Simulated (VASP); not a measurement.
The system is KCl.

```
K Cl
1.0
     3.98575    0.00000    0.00000
     0.00000    3.98575    0.00000
     0.00000    0.00000    3.77117
K Cl
1 1
Direct
  0.00000 0.00000 0.00000
  0.50000 0.50000 0.50000
```

This cell differs from its parent crystal: biaxial xy strain +5.7%.

Base run:

```yaml
Program: VASP 6.6.1
Functional: HSE06
Potentials_or_basis: VASP PAW PBE potentials, release 64 (K_sv, Cl)
Cutoff: 520 eV
k_mesh: 6 × 6 × 6
Occupations: gaussian, width 0.01 eV
Spin: no spin polarisation
```

Its results: band gap on the k mesh 5.68 eV, indirect (least direct gap 5.84 eV); pressure -1.3 GPa.

The run is repeated on the same cell with these changes: functional from HSE06 to r2SCAN; k mesh from 6 × 6 × 6 to 8 × 8 × 8. What comes out?

Band gap on the k mesh 5.11 eV, indirect (least direct gap 5.27 eV); pressure -2.0 GPa.

Several settings changed at once, so the effect can't be laid on one alone.

Caveats: the PAW data sets were made with another functional, which shifts forces and pressure a little.

A k mesh can miss the band edges.
